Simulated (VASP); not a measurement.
Input of a VASP 6.6.1 run:

The input INCAR:

```
SYSTEM = Si
PREC = Accurate
ENCUT = 520
EDIFF = 1E-6
ISMEAR = -1
SIGMA = 0.1
LREAL = .FALSE.
LASPH = .TRUE.
NELM = 80
ALGO = Normal
ISIF = 2
LWAVE = .FALSE.
LCHARG = .FALSE.
GGA = RE
NBANDS = 11
```

Contents of KPOINTS:

```
Automatic mesh
0
G
  22 22 15
  0 0 0
```

The input POSCAR:

```
Si
1.0
   -2.4087400554      2.4098222808      1.3348511327
    2.4098222808     -2.4087400554      1.3348511327
    2.4113669007      2.4113669007     -1.3328690349
Si
2
Direct
    0.9999998972      0.0000001028      0.0000000000
    0.7500001028      0.2499998972      0.5000000000
```

Potentials or basis: VASP PAW PBE potentials, release 64 (Si).

The run is started by

```bash
$ cat potpaw_PBE.64/Si/POTCAR > POTCAR
$ mpirun -np 1 vasp_std > vasp.out
```

(1) What does it give for the pressure?

(2) Estimate the band gap on the k mesh.

## Answers

(1) -0.3 GPa.

(2) zero (bands 4 and 5 overlap by 6.44 eV).

Caveat: the PAW data sets were made with another functional, which shifts forces and pressure a little.
